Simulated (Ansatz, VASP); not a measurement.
**Two plane-wave programs on Al**

```xyz
1
Lattice="0.0000 2.0076 2.0076 2.0076 0.0000 2.0076 2.0076 2.0076 0.0000" Properties=species:S:1:pos:R:3 pbc="T T T"
Al    0.0000    0.0000    0.0000
```

Alike in both runs: functional PBEsol; k mesh 18 × 18 × 18; occupations gaussian, width 0.1 eV; no spin polarisation.

Ansatz relaxed the structure, and its values are those at the end. VASP's run is a single point on that final structure, the one shown.

|  | VASP | Ansatz |
| --- | --- | --- |
| version | VASP 6.6.1 | Ansatz 0.2.0 |
| potentials or method | VASP PAW PBE potentials, release 64 (Al), cutoff 500 eV | scalar-relativistic, plane waves, PAW |
| valence electrons in the cell | 3 | 3 |

|  | VASP | Ansatz | Ansatz less VASP |
| --- | --- | --- | --- |
| gap on the k mesh at the Fermi level (eV) | none | none | - |
| pressure (GPa) | 0.1 | 0.0 | -0.06 |

VASP's potentials were made for PBE, not for PBEsol. A gap of «none» marks a metal or a gap that the smearing closes.
